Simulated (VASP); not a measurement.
Wanted: the native input for a VASP 6.6.1 run.

```
Task                               : single point
Functional                         : HSE06
Potentials or basis                : VASP PAW PBE potentials, release 64 (Li_sv, Si, P)
Cutoff                             : 520 eV
k mesh                             : 5 × 5 × 3
Occupations                        : methfessel-paxton, width 0.05 eV
Spin                               : no spin polarisation
Dipole correction                  : no
Grid for exact exchange (PRECFOCK) : Normal
Further INCAR settings             : ALGO = Normal; EDIFF = 1e-06; NBANDS = 13
Share of exact exchange            : 0.25
Screening parameter                : 0.2079 1/Å
```

LiSiP:

```xyz
3
Lattice="2.0288 -2.1599 0.0000 2.0288 2.1599 0.0000 0.0000 0.0000 5.4450" Properties=species:S:1:pos:R:3 pbc="T T T"
Li    2.0288    0.0000    2.7225
Si    2.0288    0.0000    0.0000
P     0.0000    0.0000    0.0000
```

The input as run:

POSCAR

```
LiSiP
1.0
    2.0288322600     -2.1599019800      0.0000000000
    2.0288322600      2.1599019800      0.0000000000
    0.0000000000      0.0000000000      5.4450453500
Li Si P
1 1 1
Direct
    0.5000000000      0.5000000000      0.5000000000
    0.5000000000      0.5000000000      0.0000000000
    0.0000000000      0.0000000000      0.0000000000
```

INCAR.step1

```
PREC = Accurate
ENCUT = 520
EDIFF = 1E-5
ISMEAR = 1
SIGMA = 0.05
LREAL = F
LASPH = T
NELM = 80
ALGO = Normal
ISIF = 2
LWAVE = T
LCHARG = F
GGA = PE
NBANDS = 13
```

INCAR.step2

```
PREC = Accurate
ENCUT = 520
EDIFF = 1E-6
ISMEAR = 1
SIGMA = 0.05
LREAL = F
LASPH = T
NELM = 80
ALGO = Normal
ISIF = 2
LWAVE = F
LCHARG = F
GGA = PE
LHFCALC = T
HFSCREEN = 0.2079
PRECFOCK = Normal
ISTART = 1
NBANDS = 13
```

KPOINTS

```
regular mesh
0
Gamma
  5 5 3
```

Potentials or basis: VASP PAW PBE potentials, release 64 (Li_sv, Si, P).

The run is started by

```bash
$ cat potpaw_PBE.64/Li_sv/POTCAR potpaw_PBE.64/Si/POTCAR potpaw_PBE.64/P/POTCAR > POTCAR
$ cp INCAR.step1 INCAR
$ mpirun -np 1 vasp_std > vasp.out
$ cp INCAR.step2 INCAR
$ mpirun -np 1 vasp_std > vasp.out
```

Results of the run:

```
Band gap on the k mesh : zero (bands 6 and 7 overlap by 1.34 eV)
```

Caveat: the k points lie up to 0.42 Å⁻¹ apart, too coarse for converged energies and pressures of a metal.

Wall time 8 min on 1 thread of Intel(R) Xeon(R) Platinum 8375C CPU @ 2.90GHz (Ice Lake), with other jobs on the host, peak memory 0.26 GiB.
